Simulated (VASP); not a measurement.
# LiF (Fm-3m) in VASP: a series of runs

LiF is run at these levels: PBE; tasks: single point.

Everything below comes from runs of VASP 6.6.1. Logs are shortened: lines on timing, memory, paths and dates and some standing lists are left out, and cuts for length are marked.

## 1. The cell of the first run

Symmetry: Fm-3m, No. 225, cubic system. The conventional cell has a = 4.068 Å, b = 4.068 Å, c = 4.068 Å, α = 90.00°, β = 90.00°, γ = 90.00°. Within 2.7 Å of Li (site symmetry m-3m) lie 6 F at 2.03 Å. F (site symmetry m-3m) has 6 Li at 2.03 Å within 2.7 Å.

## 2. Single point, PBE

INCAR

```
SYSTEM = LiF
ALGO = Normal
EDIFF = 1E-7
ENCUT = 520
GGA = PE
ISIF = 2
ISMEAR = 0
LASPH = .True.
LCHARG = .False.
LREAL = .False.
LWAVE = .False.
NBANDS = 12
NELM = 60
PREC = Accurate
SIGMA = 0.02
```

KPOINTS

```
k-points
0
Gamma
  10 10 10
  0 0 0
```

POSCAR

```
LiF
1.0
    0.0000000000      2.0342203049      2.0342203049
    2.0342203049      0.0000000000      2.0342203049
    2.0342203049      2.0342203049      0.0000000000
Li F
1 1
Direct
    0.5000000000      0.5000000000      0.5000000000
    0.0000000000      0.0000000000      0.0000000000
```

Potentials or basis: VASP PAW PBE potentials, release 64 (Li_sv, F).

The run is started by

```bash
cat potpaw_PBE.64/Li_sv/POTCAR potpaw_PBE.64/F/POTCAR > POTCAR
mpirun -np 1 vasp_std > vasp.out
```

OUTCAR:

```text
SYSTEM = LiF
   EDIFF = 1E-7
   ENCUT = 520
   GGA = PE
   ISIF = 2
   ISMEAR = 0
   LASPH = .True.
   LREAL = .False.
   NELM = 60
   PREC = Accurate

 ion  position               nearest neighbor table
   1  0.500  0.500  0.500-   2 2.03   2 2.03   2 2.03   2 2.03   2 2.03   2 2.03
   2  0.000  0.000  0.000-   1 2.03   1 2.03   1 2.03   1 2.03   1 2.03   1 2.03

  LATTYP: Found a face centered cubic cell.
 ALAT       =     4.0684406098

  Lattice vectors:

 A1 = (   0.0000000000,   2.0342203049,   2.0342203049)
 A2 = (   2.0342203049,   0.0000000000,   2.0342203049)
 A3 = (   2.0342203049,   2.0342203049,   0.0000000000)

Analysis of symmetry for initial positions (statically):
=====================================================================
 Subroutine PRICEL returns:
 Original cell was already a primitive cell.

 Routine SETGRP: Setting up the symmetry group for a
 face centered cubic supercell.

 Subroutine GETGRP returns: Found 48 space group operations
 (whereof 48 operations were pure point group operations)
 out of a pool of 48 trial point group operations.

The static configuration has the point symmetry O_h .

Analysis of symmetry for dynamics (positions and initial velocities):
=====================================================================
 Subroutine PRICEL returns:
 Original cell was already a primitive cell.

 Routine SETGRP: Setting up the symmetry group for a
 face centered cubic supercell.

 Subroutine GETGRP returns: Found 48 space group operations
 (whereof 48 operations were pure point group operations)
 out of a pool of 48 trial point group operations.

The dynamic configuration has the point symmetry O_h .

 Subroutine INISYM returns: Found 48 space group operations
 (whereof 48 operations are pure point group operations),
 and found     1 'primitive' translations

----------------------------------------------------------------------------------------

                                     Primitive cell

  volume of cell :      16.8354

  direct lattice vectors                    reciprocal lattice vectors
     0.000000000  2.034220305  2.034220305    -0.245794420  0.245794420  0.245794420
     2.034220305  0.000000000  2.034220305     0.245794420 -0.245794420  0.245794420
     2.034220305  2.034220305  0.000000000     0.245794420  0.245794420 -0.245794420

  length of vectors
     2.876821944  2.876821944  2.876821944     0.425728424  0.425728424  0.425728424

  position of ions in fractional coordinates (direct lattice)
     0.500000000  0.500000000  0.500000000
     0.000000000  0.000000000  0.000000000

  ion indices of the primitive-cell ions
   primitive index   ion index
                 1           1
                 2           2

----------------------------------------------------------------------------------------

 KPOINTS: k-points

Automatic generation of k-mesh.
 Grid dimensions read from file:
 generate k-points for:   10   10   10

 Generating k-lattice:

  Cartesian coordinates                     Fractional coordinates (reciprocal lattice)
    -0.024579442  0.024579442  0.024579442     0.100000000  0.000000000  0.000000000
     0.024579442 -0.024579442  0.024579442     0.000000000  0.100000000  0.000000000
     0.024579442  0.024579442 -0.024579442     0.000000000  0.000000000  0.100000000

  Length of vectors
     0.042572842  0.042572842  0.042572842

  Shift w.r.t. Gamma in fractional coordinates (k-lattice)
     0.000000000  0.000000000  0.000000000

 Subroutine IBZKPT returns following result:
 ===========================================

 Found     47 irreducible k-points:

 Following reciprocal coordinates:
            Coordinates               Weight
  0.000000  0.000000  0.000000      1.000000
  0.100000  0.000000  0.000000      8.000000
  0.200000  0.000000  0.000000      8.000000
  0.300000  0.000000  0.000000      8.000000
  0.400000  0.000000  0.000000      8.000000
  0.500000  0.000000  0.000000      4.000000
[... 16 lines left out ...]
  0.300000  0.300000  0.000000      6.000000
  0.400000  0.300000  0.000000     24.000000
 [... further k-points ...]
   k-points           NKPTS =     47   k-points in BZ     NKDIM =     47   number of bands    NBANDS=     12
   number of dos      NEDOS =    301   number of ions     NIONS =      2
   total plane-waves  NPLWV =  13824
   dimension x,y,z NGX =    24 NGY =   24 NGZ =   24
   dimension x,y,z NGXF=    48 NGYF=   48 NGZF=   48
   ions per type =               1   1
   NGX,Y,Z   is equivalent  to a cutoff of  13.87, 13.87, 13.87 a.u.
   NGXF,Y,Z  is equivalent  to a cutoff of  27.74, 27.74, 27.74 a.u.
 SYSTEM =  LiF
   PREC   = accura    normal or accurate (medium, high low for compatibility)
   ISTART =      0    job   : 0-new  1-cont  2-samecut
   ICHARG =      2    charge: 1-file 2-atom 10-const
   ISPIN  =      1    spin polarized calculation?
   LNONCOLLINEAR =      F non collinear calculations
   LSORBIT =      F    spin-orbit coupling
   LASPH  =      T    aspherical Exc in radial PAW
   ENCUT  =  520.0 eV  38.22 Ry    6.18 a.u.   5.35  5.35  5.35*2*pi/ulx,y,z
   NELM   =     60;   NELMIN=  2; NELMDL= -5     # of ELM steps
   EDIFF  = 0.1E-06   stopping-criterion for ELM
   LREAL  =      F    real-space projection
   EDIFFG = 0.1E-05   stopping-criterion for IOM
   NSW    =      0    number of steps for IOM
   IBRION =     -1    ionic relax: 0-MD 1-quasi-New 2-CG
   NFREE  =      0    steps in history (QN), initial steepest desc. (CG)
   ISIF   =      2    stress and relaxation
   ISYM   =      2    0-nonsym 1-usesym 2-fastsym
   POTIM  = 0.5000    time-step for ionic-motion
   TEBEG  =    0.0;   TEEND  =   0.0 temperature during run
   PSTRESS=    0.0 pullay stress
   NELECT =      10.0000    total number of electrons
   NUPDOWN=      -1.0000    fix difference up-down
   EMIN   =  10.00;   EMAX   =-10.00  energy-range for DOS
   EFERMI =   0.00;   METHOD = LEGACY
   ISMEAR =     0;   SIGMA  =   0.02  broadening in eV -4-tet -1-fermi 0-gaus
   EFERMI_NEDOS =   21; number of points for ismear=-14 and -15
   IALGO  =     38    algorithm
   IMIX   =      4    mixing-type and parameters
     AMIX     =   0.40;   BMIX     =  1.00
     AMIX_MAG =   1.60;   BMIX_MAG =  1.00
  volume/ion in A,a.u.               =       8.42        56.81
  Fermi-wavevector in a.u.,A,eV,Ry     =   1.376153  2.600553 25.766689  1.893798
  Thomas-Fermi vector in A             =   2.501424
   LORBIT       =      0    0 simple, 1 ext, 2 COOP (PROOUT), +10 PAW based schemes
   GGA     = PE    functional components
   LHFCALC =     F    Hartree Fock is set to
   AEXX    =    0.0000 exact exchange contribution
   IVDW    =     0    specifies the selected vdW correction
   LEPSILON=     F    determine dielectric tensor
   LRPA    =     F    only Hartree local field effects (RPA)
 non-spin polarized calculation
 Gauss-broadening in eV      SIGMA  =   0.02
  energy-cutoff  :      520.00
  volume of cell :       16.84
 maximum number of plane-waves:       469
 NGX is ok and might be reduce to    24
   NGX = 11   NGY = 11   NGZ = 11

 number of electron      10.0000000 magnetization

 number of electron       9.9999992 magnetization

 Free energy of the ion-electron system (eV)
  ---------------------------------------------------
  ext. energy  EPLUGINS =         0.00000000
  ---------------------------------------------------
  free energy    TOTEN  =        -9.64092866 eV

  energy without entropy =       -9.64092866  energy(sigma->0) =       -9.64092866

 E-fermi :  -1.0637     XC(G=0):  -9.8373

 val. band max:       -1.1963133259   @ k =   0.0000   0.0000   0.0000
 cond. band min:       7.6298692774   @ k =   0.0000   0.0000   0.0000
 fundamental gap:      8.8261826033
 Fermi energy:        -1.0636895575

 k-point     1 :       0.0000    0.0000    0.0000
  band No.  band energies     occupation
      1     -42.1860      2.00000
      2     -21.0896      2.00000
      3      -1.1963      2.00000
      4      -1.1963      2.00000
      5      -1.1963      2.00000
      6       7.6299      0.00000
      7      22.3758      0.00000
      8      22.3758      0.00000
      9      22.3758      0.00000
     10      22.8325      0.00000
     11      22.8325      0.00000
     12      22.8325      0.00000

 k-point     2 :       0.1000    0.0000    0.0000
  band No.  band energies     occupation
      1     -42.1811      2.00000
      2     -21.0524      2.00000
      3      -1.4751      2.00000
      4      -1.2183      2.00000
      5      -1.2183      2.00000
      6       7.9241      0.00000
      7      19.7981      0.00000
      8      21.1792      0.00000
      9      21.1792      0.00000
     10      23.8365      0.00000
     11      23.8365      0.00000
     12      23.8401      0.00000

 k-point     3 :       0.2000    0.0000    0.0000
  band No.  band energies     occupation
      1     -42.1684      2.00000
      2     -20.9538      2.00000
      3      -2.1417      2.00000
      4      -1.2745      2.00000
      5      -1.2745      2.00000
      6       8.5824      0.00000
      7      17.3562      0.00000
      8      19.7237      0.00000
      9      19.7237      0.00000
     10      24.7783      0.00000
     11      25.1648      0.00000
     12      25.1648      0.00000
[... 286 lines left out ...]
 k-point    23 :       0.3000    0.3000    0.0000
  band No.  band energies     occupation
      1     -42.1427      2.00000
      2     -20.6957      2.00000
      3      -3.0271      2.00000
      4      -1.8292      2.00000
      5      -1.8292      2.00000
      6      10.7822      0.00000
      7      16.5638      0.00000
      8      17.5401      0.00000
      9      18.8849      0.00000
     10      18.8849      0.00000
     11      32.5831      0.00000
     12      32.8897      0.00000

 k-point    24 :       0.4000    0.3000    0.0000
  band No.  band energies     occupation
      1     -42.1332      2.00000
      2     -20.5929      2.00000
      3      -3.4224      2.00000
      4      -2.0302      2.00000
      5      -1.9232      2.00000
      6      11.6073      0.00000
      7      15.4057      0.00000
      8      17.0249      0.00000
      9      18.6361      0.00000
     10      19.6994      0.00000
     11      32.0422      0.00000
     12      33.1858      0.00000

 [... further k-points ...]
[... 5 lines left out ...]
  --------------------------------------------------------------------------------------
  -------------------------------------------------------------------------------------
  Total       -0.0483465     -0.0483465     -0.0483465     -0.0000000     -0.0000000      0.0000000
  in kB       -4.6009945     -4.6009945     -4.6009945     -0.0000000     -0.0000000      0.0000000
  external PRESSURE =      -4.6009945 kB  Pullay stress =       0.0000000 kB

 VOLUME and BASIS-vectors are now :
 -----------------------------------------------------------------------------
  energy-cutoff  :      520.00
  volume of cell :       16.84
      direct lattice vectors                 reciprocal lattice vectors
     0.000000000  2.034220305  2.034220305    -0.245794420  0.245794420  0.245794420
     2.034220305  0.000000000  2.034220305     0.245794420 -0.245794420  0.245794420
     2.034220305  2.034220305  0.000000000     0.245794420  0.245794420 -0.245794420

 POSITION                                       TOTAL-FORCE (eV/Angst)
 -----------------------------------------------------------------------------------
      2.03422      2.03422      2.03422         0.000000     -0.000000      0.000000
      0.00000      0.00000      0.00000        -0.000000      0.000000     -0.000000
 -----------------------------------------------------------------------------------
    total drift:                                0.000000     -0.000000     -0.000000

  FREE ENERGIE OF THE ION-ELECTRON SYSTEM (eV)
  ---------------------------------------------------
  free  energy   TOTEN  =        -9.6409286597 eV

  energy  without entropy=       -9.6409286597  energy(sigma->0) =       -9.64092866
```

Wall time 6.8 s (1 thread of AMD EPYC 9R45 (Zen 5), shared host); peak memory 0.1 GiB.

Results:

| Quantity | Value |
| --- | --- |
| Free energy | -9.6409 eV |
| Band gap on the k mesh | 8.83 eV |

Levels at points of the mesh, in eV from the valence-band top:
```tsv
k point	band 2	band 3	band 4	band 5	band 6	band 7	band 8	band 9
(0.00, 0.00, 0.00)	-19.89	0.00	0.00	0.00	8.83	23.57	23.57	23.57
(0.50, 0.00, 0.00)	-19.48	-2.43	-0.22	-0.22	10.62	16.39	18.66	18.66
(0.50, 0.50, 0.00)	-19.24	-2.88	-0.95	-0.95	14.53	16.33	17.09	19.89
```

Caveat: the cutoff is under 1.25 times the usual one of these potentials, so pressure, stress and relaxed cells hold a basis-set (Pulay) error.

## 3. Single point, PBE (8.67 Å³/atom)

This run uses another cell than the first one, of 8.67 Å³/atom.

INCAR

```
ALGO = Normal
EDIFF = 1E-7
ENCUT = 520
GGA = PE
ISIF = 2
ISMEAR = 0
LASPH = T
LCHARG = T
LELF = T
LREAL = F
LVHAR = T
LWAVE = F
NBANDS = 12
NELM = 80
PREC = Accurate
SIGMA = 0.02
```

KPOINTS

```
k-points
0
Gamma
  10 10 10
```

POSCAR

```
LiF
1.0
    0.0000000000      2.0543624099      2.0543624099
    2.0543624099      0.0000000000      2.0543624099
    2.0543624099      2.0543624099      0.0000000000
Li F
1 1
Direct
    0.5000000000      0.5000000000      0.5000000000
    0.0000000000      0.0000000000      0.0000000000
```

Potentials or basis: VASP PAW PBE potentials, release 64 (Li_sv, F).

The run is started by

```bash
cat potpaw_PBE.64/Li_sv/POTCAR potpaw_PBE.64/F/POTCAR > POTCAR
mpirun -np 1 vasp_std > vasp.out
```

OUTCAR:

```text
EDIFF = 1E-7
   ENCUT = 520
   GGA = PE
   ISIF = 2
   ISMEAR = 0
   LASPH = T
   LREAL = F
   NELM = 80
   PREC = Accurate

 ion  position               nearest neighbor table
   1  0.500  0.500  0.500-   2 2.05   2 2.05   2 2.05   2 2.05   2 2.05   2 2.05
   2  0.000  0.000  0.000-   1 2.05   1 2.05   1 2.05   1 2.05   1 2.05   1 2.05

  LATTYP: Found a face centered cubic cell.
 ALAT       =     4.1087248198

  Lattice vectors:

 A1 = (   0.0000000000,   2.0543624099,   2.0543624099)
 A2 = (   2.0543624099,   0.0000000000,   2.0543624099)
 A3 = (   2.0543624099,   2.0543624099,   0.0000000000)

Analysis of symmetry for initial positions (statically):
=====================================================================
 Subroutine PRICEL returns:
 Original cell was already a primitive cell.

 Routine SETGRP: Setting up the symmetry group for a
 face centered cubic supercell.

 Subroutine GETGRP returns: Found 48 space group operations
 (whereof 48 operations were pure point group operations)
 out of a pool of 48 trial point group operations.

The static configuration has the point symmetry O_h .

Analysis of symmetry for dynamics (positions and initial velocities):
=====================================================================
 Subroutine PRICEL returns:
 Original cell was already a primitive cell.

 Routine SETGRP: Setting up the symmetry group for a
 face centered cubic supercell.

 Subroutine GETGRP returns: Found 48 space group operations
 (whereof 48 operations were pure point group operations)
 out of a pool of 48 trial point group operations.

The dynamic configuration has the point symmetry O_h .

 Subroutine INISYM returns: Found 48 space group operations
 (whereof 48 operations are pure point group operations),
 and found     1 'primitive' translations

----------------------------------------------------------------------------------------

                                     Primitive cell
[... 114 lines left out ...]
  Thomas-Fermi vector in A             =   2.489131
   LORBIT       =      0    0 simple, 1 ext, 2 COOP (PROOUT), +10 PAW based schemes
   GGA     = PE    functional components
   LHFCALC =     F    Hartree Fock is set to
   AEXX    =    0.0000 exact exchange contribution
   IVDW    =     0    specifies the selected vdW correction
   LEPSILON=     F    determine dielectric tensor
   LRPA    =     F    only Hartree local field effects (RPA)
 non-spin polarized calculation
 Gauss-broadening in eV      SIGMA  =   0.02
  energy-cutoff  :      520.00
  volume of cell :       17.34
 maximum number of plane-waves:       483
 NGX is ok and might be reduce to    24
   NGX = 11   NGY = 11   NGZ = 11

 number of electron      10.0000001 magnetization

 Free energy of the ion-electron system (eV)
  ---------------------------------------------------
  ext. energy  EPLUGINS =         0.00000000
  ---------------------------------------------------
  free energy    TOTEN  =        -9.63792542 eV

  energy without entropy =       -9.63792542  energy(sigma->0) =       -9.63792542

 E-fermi :  -1.2674     XC(G=0):  -9.6959

 val. band max:       -1.3643690323   @ k =   0.0000   0.0000   0.0000
 cond. band min:       7.2142217151   @ k =   0.0000   0.0000   0.0000
 fundamental gap:      8.5785907474
 Fermi energy:        -1.2674250007

 k-point     1 :       0.0000    0.0000    0.0000
  band No.  band energies     occupation
      1     -42.4276      2.00000
      2     -21.1800      2.00000
      3      -1.3644      2.00000
      4      -1.3644      2.00000
      5      -1.3644      2.00000
      6       7.2142      0.00000
      7      21.8236      0.00000
      8      21.8236      0.00000
      9      21.8236      0.00000
     10      22.3749      0.00000
     11      22.3749      0.00000
     12      22.3749      0.00000
[... 331 lines left out ...]
 k-point    24 :       0.4000    0.3000    0.0000
  band No.  band energies     occupation
      1     -42.3812      2.00000
      2     -20.7138      2.00000
      3      -3.5043      2.00000
      4      -2.1624      2.00000
      5      -2.0598      2.00000
      6      11.1715      0.00000
      7      15.0519      0.00000
      8      16.5478      0.00000
      9      18.1470      0.00000
     10      19.2100      0.00000
     11      31.2151      0.00000
     12      32.5018      0.00000

 [... further k-points ...]
[... 5 lines left out ...]
  --------------------------------------------------------------------------------------
  -------------------------------------------------------------------------------------
  Total       -0.2516617     -0.2516617     -0.2516617      0.0000000     -0.0000000      0.0000000
  in kB      -23.2523319    -23.2523319    -23.2523319      0.0000000     -0.0000000      0.0000000
  external PRESSURE =     -23.2523319 kB  Pullay stress =       0.0000000 kB

 VOLUME and BASIS-vectors are now :
 -----------------------------------------------------------------------------
  energy-cutoff  :      520.00
  volume of cell :       17.34
      direct lattice vectors                 reciprocal lattice vectors
     0.000000000  2.054362410  2.054362410    -0.243384516  0.243384516  0.243384516
     2.054362410  0.000000000  2.054362410     0.243384516 -0.243384516  0.243384516
     2.054362410  2.054362410  0.000000000     0.243384516  0.243384516 -0.243384516

 POSITION                                       TOTAL-FORCE (eV/Angst)
 -----------------------------------------------------------------------------------
      2.05436      2.05436      2.05436        -0.000000     -0.000000      0.000000
      0.00000      0.00000      0.00000         0.000000      0.000000     -0.000000
 -----------------------------------------------------------------------------------
    total drift:                                0.000000     -0.000000     -0.000000

  FREE ENERGIE OF THE ION-ELECTRON SYSTEM (eV)
  ---------------------------------------------------
  free  energy   TOTEN  =        -9.6379254233 eV

  energy  without entropy=       -9.6379254233  energy(sigma->0) =       -9.63792542
```

stdout:

```text
POSCAR found type information on POSCAR LiF
 POSCAR found :  2 types and       2 ions
 scaLAPACK will be used
 LDA part: xc-table for (Slater+PW92), standard interpolation
 POSCAR, INCAR and KPOINTS ok, starting setup
 FFT: planning ... GRIDC
 FFT: planning ... GRID_SOFT
 FFT: planning ... GRID
 WAVECAR not read
 entering main loop
```

It took 7.1 s on 1 thread of AMD EPYC 9R45 (Zen 5), shared host; peak memory 0.1 GiB.

What came out:

* Free energy: -9.6379 eV
* Band gap on the k mesh: 8.58 eV

Levels at points of the mesh, in eV from the valence-band top:
```tsv
k point	band 3	band 4	band 5	band 6	band 7	band 8
(0.00, 0.00, 0.00)	0.00	0.00	0.00	8.58	23.19	23.19
(0.50, 0.00, 0.00)	-2.34	-0.21	-0.21	10.46	16.05	18.42
(0.50, 0.50, 0.00)	-2.76	-0.91	-0.91	14.26	16.19	16.74
```

Caveat: the cutoff is under 1.25 times the usual one of these potentials, so pressure, stress and relaxed cells hold a basis-set (Pulay) error.

(Part 1 of 2 ends here.)
